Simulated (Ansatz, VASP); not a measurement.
## One calculation of HfZr3Te8, two programs

```
Zr Hf Te
1.0
    -0.00437   -0.00001    7.14667
     7.94302   -0.00023   -0.00527
    -3.97172    6.87894    0.00276
Zr Hf Te
3 1 8
Cartesian
  5.9572 3.4394 -0.0038
  3.9719 0.0009 -0.0023
  1.9846 3.4396 -0.0022
  0.0005 -0.0006 0.0006
  0.0017 2.2782 1.7921
  -1.9986 5.7402 1.7946
  3.9734 2.2926 1.7982
  1.9996 5.7389 1.7914
  1.9665 1.1376 5.3526
  -0.0054 4.5856 5.3452
  5.9641 1.1390 5.3508
  3.9664 4.6019 5.3517
```

Change from the starting cell: cell x1, atoms moved at random (sigma 0.1 Å) and cell strained at random (1.5 %), then relaxed without symmetry.

Alike in both runs: functional PBE; k mesh 4 × 3 × 3; occupations gaussian, width 0.2 eV; no spin polarisation.

Ansatz relaxed the structure, and its values are those at the end. VASP's run is a single point on that final structure, the one shown.

```csv
,VASP,Ansatz
version,VASP 6.6.1,Ansatz 0.2.0
potentials or method,"VASP PAW PBE potentials, release 64 (Zr_sv, Hf_pv, Te), cutoff 520 eV","scalar-relativistic, plane waves, PAW"
valence electrons in the cell,94,190
```

|  | VASP | Ansatz | Ansatz less VASP |
| --- | --- | --- | --- |
| gap on the k mesh at the Fermi level (eV) | none | none | - |
| pressure (GPa) | 0.0 | 0.0 | +0.03 |
| rms of the force components (eV/Å) | 0.007 | 0.002 | -0.0047 |

A gap of «none» marks a metal or a gap that the smearing closes. The functional is the same, so the differences come from potentials, cutoffs and numerics. VASP's potentials hold 94 valence electrons a cell and Ansatz's 190, so a difference there can come from the potentials and not from the codes.

Spin-orbit coupling is off throughout.
